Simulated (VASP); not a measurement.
Here is a VASP 6.6.1 calculation.

Contents of INCAR:

```
SYSTEM = Ti
ALGO = Normal ; EDIFF = 1E-6
ENCUT = 520 ; ISIF = 2
ISMEAR = 0 ; ISPIN = 2
LASPH = .True. ; LCHARG = .False.
LMAXMIX = 4 ; LORBIT = 11
LREAL = .False. ; LWAVE = .False.
MAGMOM = 0.5 ; NBANDS = 16
NELM = 150 ; NUPDOWN = 0.5
PREC = Accurate ; SIGMA = 0.15
```

File KPOINTS:

```
k-points
0
Gamma
  22 22 22
  0 0 0
```

The input POSCAR:

```
Ti
1.0
    0.0000000000      1.8724558086      1.8724558086
    1.8724558086      0.0000000000      1.8724558086
    1.8724558086      1.8724558086      0.0000000000
Ti
1
Direct
    0.0000000000      0.0000000000      0.0000000000
```

Potentials or basis: VASP PAW LDA potentials, release 64 (Ti_sv).

The run is started by

```console
$ cat potpaw_LDA.64/Ti_sv/POTCAR > POTCAR
$ mpirun -np 1 vasp_std > vasp.out
```

(1) Predict the pressure.

Results:

(1) 34.8 GPa.

Caveat: the total moment is fixed, so each spin has its own Fermi level.
